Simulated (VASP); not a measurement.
Write the native input for VASP 6.6.1 that does the following.

```yaml
Task: single point
Functional: PBEsol
Potentials_or_basis: VASP PAW PBE potentials, release 64 (Al, Cu)
Cutoff: 520 eV
k_mesh: 14 × 14 × 14
Occupations: gaussian, width 0.15 eV
Spin: no spin polarisation
Dipole_correction: no
Further_INCAR_settings: ALGO = Fast; EDIFF = 1e-06; NBANDS = 16
```

The structure of Al2Cu lies in POSCAR:

```
Al2Cu
1.0
   -2.0246107077      2.0246107077      2.8631594530
    2.0246107077     -2.0246107077      2.8631594530
    2.0246107077      2.0246107077     -2.8631594530
Al Cu
2 1
Direct
    0.7437133978      0.2437133978      0.4874267957
    0.2437133978      0.7437133978      0.4874267957
    0.5053385641      0.5053385641      0.0106771283
```

This cell differs from its parent crystal: atoms displaced along a vibrational mode.

One way to write it, as run:

INCAR

```
SYSTEM = Al2Cu
PREC = Accurate
ENCUT = 520
EDIFF = 1E-6
ISMEAR = 0
SIGMA = 0.15
LREAL = .FALSE.
LASPH = .TRUE.
NELM = 60
ALGO = Fast
ISIF = 2
LWAVE = .FALSE.
LCHARG = .FALSE.
GGA = PS
NBANDS = 16
```

KPOINTS

```
Automatic mesh
0
G
  14 14 14
  0 0 0
```

Potentials or basis: VASP PAW PBE potentials, release 64 (Al, Cu).

Launch:

```sh
$ cat potpaw_PBE.64/Al/POTCAR potpaw_PBE.64/Cu/POTCAR > POTCAR
$ mpirun -np 1 vasp_std > vasp.out
```

Results of the run:

```
Pressure               : 0.5 GPa
Largest force          : 0.504 eV/Å
Band gap on the k mesh : zero (an odd number of electrons rules out a gap without spin polarisation)
```

Caveat: the cell differs from its parent crystal (atoms displaced along a vibrational mode); the PAW data sets were made with another functional, which shifts forces and pressure a little.

Wall time 2.8 min on 1 thread of Intel(R) Xeon(R) 6975P-C (Granite Rapids), with other jobs on the host, peak memory 0.41 GiB.
